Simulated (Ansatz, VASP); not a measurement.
## GaP: VASP beside Ansatz

```
Ga P
1.0
     0.00000    2.71920    2.71920
     2.71920    0.00000    2.71920
     2.71920    2.71920    0.00000
Ga P
1 1
Direct
  0.00000 0.00000 0.00000
  0.25000 0.25000 0.25000
```

Alike in both runs: functional PBEsol; k mesh 12 × 12 × 12; occupations fermi-dirac, width 0.05 eV; no spin polarisation.

Ansatz relaxed the structure, and its values are those at the end. VASP's run is a single point on that final structure, the one shown.

```csv
,VASP,Ansatz
version,VASP 6.6.1,Ansatz 0.2.0
potentials or method,"VASP PAW PBE potentials, release 64 (Ga_d, P)","PAW with Ansatz's default frozen-core files, scalar-relativistic"
plane-wave cutoff (eV),520,420
valence electrons in the cell,18,18
```

Ansatz gave:

| Item | Value |
| --- | --- |
| pressure (GPa) | 0.0 |

Estimate VASP's values.

pressure (GPa): -0.1.

VASP's potentials were made for PBE, not for PBEsol.
